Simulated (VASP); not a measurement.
# AlN (F-43m) in VASP: a series of runs, part 2 of 2

VASP 6.6.1.

### Step 3. Single point, PBEsol

This run uses another cell than the first one, of 9.63 Å³/atom, 0.962 times its volume.

INCAR

```
  PREC = Accurate
  ENCUT = 520
  EDIFF = 1E-6
  ISMEAR = 0
  SIGMA = 0.01
  LREAL = F
  LASPH = T
  NELM = 100
  ALGO = Normal
  ISIF = 2
  LWAVE = F
  LCHARG = F
  GGA = PS
  NBANDS = 11
```

KPOINTS

```
regular mesh
0
Gamma
  8 8 8
```

POSCAR

```
AlN
1.0
    0.0000000000      2.1278470242      2.1278470242
    2.1278470242      0.0000000000      2.1278470242
    2.1278470242      2.1278470242      0.0000000000
Al N
1 1
Direct
    0.0000000000      0.0000000000      0.0000000000
    0.7500000000      0.7500000000      0.7500000000
```

Potentials or basis: VASP PAW PBE potentials, release 64 (Al, N).

Started as:

```bash
cat potpaw_PBE.64/Al/POTCAR potpaw_PBE.64/N/POTCAR > POTCAR
mpirun -np 1 vasp_std > vasp.out
```

OUTCAR:

```text
PREC = Accurate
   ENCUT = 520
   EDIFF = 1E-6
   ISMEAR = 0
   LREAL = F
   LASPH = T
   NELM = 100
   ISIF = 2
   GGA = PS

 ion  position               nearest neighbor table
   1  0.000  0.000  0.000-   2 1.84   2 1.84   2 1.84   2 1.84
   2  0.750  0.750  0.750-   1 1.84   1 1.84   1 1.84   1 1.84

  LATTYP: Found a face centered cubic cell.
 ALAT       =     4.2556940484

  Lattice vectors:

 A1 = (   0.0000000000,   2.1278470242,   2.1278470242)
 A2 = (   2.1278470242,   0.0000000000,   2.1278470242)
 A3 = (   2.1278470242,   2.1278470242,   0.0000000000)

Analysis of symmetry for initial positions (statically):
=====================================================================
 Subroutine PRICEL returns:
 Original cell was already a primitive cell.

 Routine SETGRP: Setting up the symmetry group for a
 face centered cubic supercell.

 Subroutine GETGRP returns: Found 24 space group operations
 (whereof 24 operations were pure point group operations)
 out of a pool of 48 trial point group operations.

The static configuration has the point symmetry T_d .

Analysis of symmetry for dynamics (positions and initial velocities):
=====================================================================
 Subroutine PRICEL returns:
 Original cell was already a primitive cell.

 Routine SETGRP: Setting up the symmetry group for a
 face centered cubic supercell.

 Subroutine GETGRP returns: Found 24 space group operations
 (whereof 24 operations were pure point group operations)
 out of a pool of 48 trial point group operations.

The dynamic configuration has the point symmetry T_d .

 Subroutine INISYM returns: Found 24 space group operations
 (whereof 24 operations are pure point group operations),
 and found     1 'primitive' translations

----------------------------------------------------------------------------------------

                                     Primitive cell

  volume of cell :      19.2686

  direct lattice vectors                    reciprocal lattice vectors
     0.000000000  2.127847024  2.127847024    -0.234979298  0.234979298  0.234979298
     2.127847024  0.000000000  2.127847024     0.234979298 -0.234979298  0.234979298
     2.127847024  2.127847024  0.000000000     0.234979298  0.234979298 -0.234979298

  length of vectors
     3.009230120  3.009230120  3.009230120     0.406996083  0.406996083  0.406996083

  position of ions in fractional coordinates (direct lattice)
     0.000000000  0.000000000  0.000000000
     0.750000000  0.750000000  0.750000000

  ion indices of the primitive-cell ions
   primitive index   ion index
                 1           1
                 2           2

----------------------------------------------------------------------------------------

 KPOINTS: regular mesh

Automatic generation of k-mesh.
 Grid dimensions read from file:
 generate k-points for:    8    8    8

 Generating k-lattice:

  Cartesian coordinates                     Fractional coordinates (reciprocal lattice)
    -0.029372412  0.029372412  0.029372412     0.125000000  0.000000000  0.000000000
     0.029372412 -0.029372412  0.029372412     0.000000000  0.125000000  0.000000000
     0.029372412  0.029372412 -0.029372412     0.000000000  0.000000000  0.125000000

  Length of vectors
     0.050874510  0.050874510  0.050874510

  Shift w.r.t. Gamma in fractional coordinates (k-lattice)
     0.000000000  0.000000000  0.000000000

 Subroutine IBZKPT returns following result:
 ===========================================

 Found     29 irreducible k-points:

 Following reciprocal coordinates:
            Coordinates               Weight
  0.000000  0.000000  0.000000      1.000000
  0.125000  0.000000  0.000000      8.000000
  0.250000  0.000000  0.000000      8.000000
  0.375000  0.000000  0.000000      8.000000
  0.500000  0.000000  0.000000      4.000000
  0.125000  0.125000  0.000000      6.000000
[... 16 lines left out ...]
  0.500000  0.250000  0.125000     48.000000
 -0.375000  0.250000  0.125000     24.000000
 [... further k-points ...]
   k-points           NKPTS =     29   k-points in BZ     NKDIM =     29   number of bands    NBANDS=     11
   number of dos      NEDOS =    301   number of ions     NIONS =      2
   total plane-waves  NPLWV =  13824
   dimension x,y,z NGX =    24 NGY =   24 NGZ =   24
   dimension x,y,z NGXF=    48 NGYF=   48 NGZF=   48
   ions per type =               1   1
   NGX,Y,Z   is equivalent  to a cutoff of  13.26, 13.26, 13.26 a.u.
   NGXF,Y,Z  is equivalent  to a cutoff of  26.52, 26.52, 26.52 a.u.
 SYSTEM =  unknown system
   PREC   = accura    normal or accurate (medium, high low for compatibility)
   ISTART =      0    job   : 0-new  1-cont  2-samecut
   ICHARG =      2    charge: 1-file 2-atom 10-const
   ISPIN  =      1    spin polarized calculation?
   LNONCOLLINEAR =      F non collinear calculations
   LSORBIT =      F    spin-orbit coupling
   LASPH  =      T    aspherical Exc in radial PAW
   ENCUT  =  520.0 eV  38.22 Ry    6.18 a.u.   5.60  5.60  5.60*2*pi/ulx,y,z
   NELM   =    100;   NELMIN=  2; NELMDL= -5     # of ELM steps
   EDIFF  = 0.1E-05   stopping-criterion for ELM
   LREAL  =      F    real-space projection
   EDIFFG = 0.1E-04   stopping-criterion for IOM
   NSW    =      0    number of steps for IOM
   IBRION =     -1    ionic relax: 0-MD 1-quasi-New 2-CG
   NFREE  =      0    steps in history (QN), initial steepest desc. (CG)
   ISIF   =      2    stress and relaxation
   ISYM   =      2    0-nonsym 1-usesym 2-fastsym
   POTIM  = 0.5000    time-step for ionic-motion
   TEBEG  =    0.0;   TEEND  =   0.0 temperature during run
   PSTRESS=    0.0 pullay stress
   NELECT =       8.0000    total number of electrons
   NUPDOWN=      -1.0000    fix difference up-down
   EMIN   =  10.00;   EMAX   =-10.00  energy-range for DOS
   EFERMI =   0.00;   METHOD = LEGACY
   ISMEAR =     0;   SIGMA  =   0.01  broadening in eV -4-tet -1-fermi 0-gaus
   EFERMI_NEDOS =   21; number of points for ismear=-14 and -15
   IALGO  =     38    algorithm
   IMIX   =      4    mixing-type and parameters
     AMIX     =   0.40;   BMIX     =  1.00
     AMIX_MAG =   1.60;   BMIX_MAG =  1.00
  volume/ion in A,a.u.               =       9.63        65.02
  Fermi-wavevector in a.u.,A,eV,Ry     =   1.221296  2.307916 20.293974  1.491565
  Thomas-Fermi vector in A             =   2.356484
   LORBIT       =      0    0 simple, 1 ext, 2 COOP (PROOUT), +10 PAW based schemes
   GGA     = PS    functional components
   LHFCALC =     F    Hartree Fock is set to
   AEXX    =    0.0000 exact exchange contribution
   IVDW    =     0    specifies the selected vdW correction
   LEPSILON=     F    determine dielectric tensor
   LRPA    =     F    only Hartree local field effects (RPA)
 non-spin polarized calculation
 Gauss-broadening in eV      SIGMA  =   0.01
  energy-cutoff  :      520.00
  volume of cell :       19.27
 maximum number of plane-waves:       534
 NGX is ok and might be reduce to    24
   NGX = 11   NGY = 11   NGZ = 11

 number of electron       7.9999999 magnetization

 Free energy of the ion-electron system (eV)
  ---------------------------------------------------
  ext. energy  EPLUGINS =         0.00000000
  ---------------------------------------------------
  free energy    TOTEN  =       -15.51023569 eV

  energy without entropy =      -15.51023569  energy(sigma->0) =      -15.51023569

 E-fermi :   6.7109     XC(G=0): -11.4757

 val. band max:        6.6401285326   @ k =   0.0000   0.0000   0.0000
 cond. band min:       9.8589170421   @ k =   0.5000   0.5000   0.0000
 fundamental gap:      3.2187885095
 Fermi energy:         6.7108595454

 k-point     1 :       0.0000    0.0000    0.0000
  band No.  band energies     occupation
      1      -8.7879      2.00000
      2       6.6401      2.00000
      3       6.6401      2.00000
      4       6.6401      2.00000
      5      11.4797      0.00000
      6      19.8947      0.00000
      7      19.8947      0.00000
      8      19.8947      0.00000
      9      24.8591      0.00000
     10      24.8591      0.00000
     11      26.3746      0.00000
[... 309 lines left out ...]
 k-point    24 :      -0.3750    0.2500    0.1250
  band No.  band energies     occupation
      1      -6.0966      2.00000
      2       1.1549      2.00000
      3       4.3013      2.00000
      4       5.4629      2.00000
      5      13.8809      0.00000
      6      16.4849      0.00000
      7      19.4496      0.00000
      8      20.0064      0.00000
      9      24.7435      0.00000
     10      26.1813      0.00000
     11      29.6719      0.00000

 [... further k-points ...]
[... 5 lines left out ...]
  --------------------------------------------------------------------------------------
  -------------------------------------------------------------------------------------
  Total        2.4245706      2.4245706      2.4245706      0.0000000      0.0000000      0.0000000
  in kB      201.6017148    201.6017148    201.6017148      0.0000000      0.0000000      0.0000000
  external PRESSURE =     201.6017148 kB  Pullay stress =       0.0000000 kB

 VOLUME and BASIS-vectors are now :
 -----------------------------------------------------------------------------
  energy-cutoff  :      520.00
  volume of cell :       19.27
      direct lattice vectors                 reciprocal lattice vectors
     0.000000000  2.127847024  2.127847024    -0.234979298  0.234979298  0.234979298
     2.127847024  0.000000000  2.127847024     0.234979298 -0.234979298  0.234979298
     2.127847024  2.127847024  0.000000000     0.234979298  0.234979298 -0.234979298

 POSITION                                       TOTAL-FORCE (eV/Angst)
 -----------------------------------------------------------------------------------
      0.00000      0.00000      0.00000        -0.000000     -0.000000      0.000000
      3.19177      3.19177      3.19177         0.000000      0.000000     -0.000000
 -----------------------------------------------------------------------------------
    total drift:                               -0.000000     -0.000000     -0.000000

  FREE ENERGIE OF THE ION-ELECTRON SYSTEM (eV)
  ---------------------------------------------------
  free  energy   TOTEN  =       -15.5102356893 eV

  energy  without entropy=      -15.5102356893  energy(sigma->0) =      -15.51023569
```

OSZICAR:

```text
N       E                     dE             d eps       ncg     rms          rms(c)
DAV:   1     0.107592750084E+02    0.10759E+02   -0.39892E+03   670   0.616E+02
DAV:   2    -0.170464166199E+02   -0.27806E+02   -0.26893E+02   796   0.140E+02
DAV:   3    -0.179045864855E+02   -0.85817E+00   -0.85694E+00   785   0.222E+01
DAV:   4    -0.179093818052E+02   -0.47953E-02   -0.47950E-02   722   0.179E+00
DAV:   5    -0.179094368669E+02   -0.55062E-04   -0.55061E-04   776   0.182E-01    0.873E+00
DAV:   6    -0.155606250174E+02    0.23488E+01   -0.10721E+01   742   0.167E+01    0.298E+00
DAV:   7    -0.155284290711E+02    0.32196E-01   -0.20053E-01   719   0.325E+00    0.213E+00
DAV:   8    -0.155113001354E+02    0.17129E-01   -0.25099E-02   722   0.147E+00    0.553E-01
DAV:   9    -0.155102230208E+02    0.10771E-02   -0.31054E-03   740   0.346E-01    0.240E-01
DAV:  10    -0.155102338454E+02   -0.10825E-04   -0.23407E-04   725   0.103E-01    0.144E-02
DAV:  11    -0.155102356229E+02   -0.17775E-05   -0.18253E-06   746   0.125E-02    0.140E-02
DAV:  12    -0.155102356893E+02   -0.66384E-07   -0.15085E-07   409   0.341E-03
   1 F= -.15510236E+02 E0= -.15510236E+02  d E =-.619187E-26
```

stdout:

```text
POSCAR found type information on POSCAR AlN
 POSCAR found :  2 types and       2 ions
 scaLAPACK will be used
 -----------------------------------------------------------------------------
|                                                                             |
|                                                                             |
|     You enforced a specific xc type in the INCAR file but a different       |
|     I HOPE YOU KNOW WHAT YOU ARE DOING!                                     |
|                                                                             |
 -----------------------------------------------------------------------------

 LDA part: xc-table for (Slater+PW92), standard interpolation
 POSCAR, INCAR and KPOINTS ok, starting setup
 FFT: planning ... GRIDC
 FFT: planning ... GRID_SOFT
 FFT: planning ... GRID
 WAVECAR not read
 entering main loop
```

Run time: 17 s. Hardware: 1 thread of AMD EPYC 7R13, shared host; peak memory 0.1 GiB.

Results:

```yaml
Free_energy: -15.5102 eV
Pressure: 20.2 GPa
Band_gap_on_the_k_mesh: 3.22 eV, indirect (least direct gap 4.84 eV)
```

Caveat: the PAW data sets were made with another functional, which shifts forces and pressure a little. A k mesh can miss the band edges.

### Step 4. Single point, PBEsol

This run uses another cell than the first one, of 9.31 Å³/atom, 0.929 times its volume.

INCAR

```
SYSTEM = AlN
ALGO = Normal
EDIFF = 1E-6
ENCUT = 520
GGA = PS
ISIF = 2
ISMEAR = 0
LASPH = .TRUE.
LCHARG = .FALSE.
LREAL = .FALSE.
LWAVE = .FALSE.
NBANDS = 11
NELM = 100
PREC = Accurate
SIGMA = 0.01
```

KPOINTS

```
k-points
0
G
  8 8 8
  0 0 0
```

POSCAR

```
AlN
1.0
    0.0000000000      2.1036788694      2.1036788694
    2.1036788694      0.0000000000      2.1036788694
    2.1036788694      2.1036788694      0.0000000000
Al N
1 1
Direct
    0.0000000000      0.0000000000      0.0000000000
    0.7500000000      0.7500000000      0.7500000000
```

Started as:

```bash
cat potpaw_PBE.64/Al/POTCAR potpaw_PBE.64/N/POTCAR > POTCAR
mpirun -np 1 vasp_std > vasp.out
```

It took 14 s on 1 thread of AMD EPYC 7R13, shared host; peak memory 0.1 GiB.

It converged, with:

```yaml
Free_energy: -15.4082 eV
Pressure: 30.3 GPa
Band_gap_on_the_k_mesh: 3.23 eV, indirect (least direct gap 5.13 eV)
```

Levels at points of the mesh, in eV from the valence-band top:
| k point | band 1 | band 2 | band 3 | band 4 | band 5 | band 6 | band 7 | band 8 | band 9 |
| --- | --- | --- | --- | --- | --- | --- | --- | --- | --- |
| (0.00, 0.00, 0.00) | -15.64 | 0.00 | 0.00 | 0.00 | 5.16 | 13.61 | 13.61 | 13.61 | 18.50 |
| (0.50, 0.00, 0.00) | -13.20 | -6.41 | -0.49 | -0.49 | 8.32 | 10.54 | 11.75 | 11.75 | 19.41 |
| (0.50, 0.50, 0.00) | -12.44 | -5.31 | -1.90 | -1.90 | 3.23 | 9.16 | 15.50 | 17.05 | 17.05 |

Caveat: the PAW data sets were made with another functional, which shifts forces and pressure a little.

### Step 5. Summary

```csv
cell,gap on the mesh (eV),pressure (GPa)
"a = 3.049 Å, angles 60.0°, 2 atoms",3.20,10.0
"a = 3.009 Å, angles 60.0°, 2 atoms",3.22,20.2
"a = 2.975 Å, angles 60.0°, 2 atoms",3.23,30.3
```

Alike in all rows: task single point; level PBEsol; potentials or basis VASP PAW PBE potentials, release 64 (Al, N); no spin polarisation; k mesh 8 × 8 × 8; cutoff (eV) 520; smearing gaussian 0.01 eV.

Caveats: the PAW data sets were made with another functional, which shifts forces and pressure a little.

Absolute energies hang on the potentials; compare differences alone.
